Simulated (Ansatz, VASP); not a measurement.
## Yb in VASP and in Ansatz

```
Yb
1.0
     0.00000    2.45695    2.45695
     2.45695    0.00000    2.45695
     2.45695    2.45695    0.00000
Yb
1
Direct
  0.00000 0.00000 0.00000
```

Alike in both runs: task single point; functional LDA; k mesh 11 × 11 × 11; occupations gaussian, width 0.2 eV; no spin polarisation.

|  | VASP | Ansatz |
| --- | --- | --- |
| version | VASP 6.6.1 | Ansatz 0.2.0 |
| potentials or method | VASP PAW PBE potentials, release 64 (Yb), cutoff 520 eV | plane waves (420 eV) with PAW, scalar-relativistic |
| valence electrons in the cell | 24 | 24 |

Ansatz gave:

| Quantity | Value |
| --- | --- |
| pressure (GPa) | 0.0 |

Problem. Estimate VASP's values.

Solution. Pressure (GPa): 0.1.

VASP's potentials were made for PBE, not for LDA, and Ansatz warns of the same on its side. LDA's correlation is that of Perdew and Zunger in VASP and of Perdew and Wang (1992) in Ansatz.

Neither program's run includes spin-orbit coupling.
